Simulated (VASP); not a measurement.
Set up this calculation in VASP 6.6.1, as the native input.

* Task: single point
* Functional: PBEsol
* Potentials or basis: VASP PAW PBE potentials, release 64 (Ta_pv, N)
* Cutoff: 520 eV
* k mesh: 15 × 15 × 8
* Occupations: gaussian, width 0.15 eV
* Spin: no spin polarisation
* Dipole correction: no
* Further INCAR settings: ALGO = Normal; EDIFF = 1e-07; NBANDS = 20

The structure of Ta2N lies in POSCAR:

```
Ta2N
1.0
    3.0782595490      0.0000000000      0.0000000000
   -1.5391297745      2.6658509688      0.0000000000
    0.0000000000      0.0000000000      4.5706764578
Ta N
2 1
Direct
    0.6666666667      0.3333333333      0.7463700642
    0.3333333333      0.6666666667      0.2536299358
    0.0000000000      0.0000000000      0.0000000000
```

This cell differs from its parent crystal: engineering shear strain xy +0.0000, normal strain along z -0.0525.

One way to write it, as run:

INCAR

```
SYSTEM = Ta2N
PREC = Accurate
ENCUT = 520
EDIFF = 1E-7
ISMEAR = 0
SIGMA = 0.15
LREAL = .False.
LASPH = .True.
NELM = 80
ALGO = Normal
ISIF = 2
LWAVE = .False.
LCHARG = .True.
GGA = PS
LELF = .True.
LVHAR = .True.
NBANDS = 20
```

KPOINTS

```
Automatic mesh
0
Gamma
  15 15 8
  0 0 0
```

Potentials or basis: VASP PAW PBE potentials, release 64 (Ta_pv, N).

Launch:

```sh
$ cat potpaw_PBE.64/Ta_pv/POTCAR potpaw_PBE.64/N/POTCAR > POTCAR
$ mpirun -np 1 vasp_std > vasp.out
```

It gave:

```json
{
 "Pressure": "19.5 GPa",
 "Largest force": "0.025 eV/Å",
 "Band gap on the k mesh": "zero (an odd number of electrons rules out a gap without spin polarisation)"
}
```

Caveat: the cell differs from its parent crystal (engineering shear strain xy +0.0000, normal strain along z -0.0525); the cell stands under pressure; the PAW data sets were made with another functional, which shifts forces and pressure a little; spin-orbit coupling is left out, which moves the levels of the heavy elements.

Run time: 50 s on 1 thread of Intel(R) Xeon(R) 6975P-C (Granite Rapids) (shared host), peak memory 0.25 GiB.
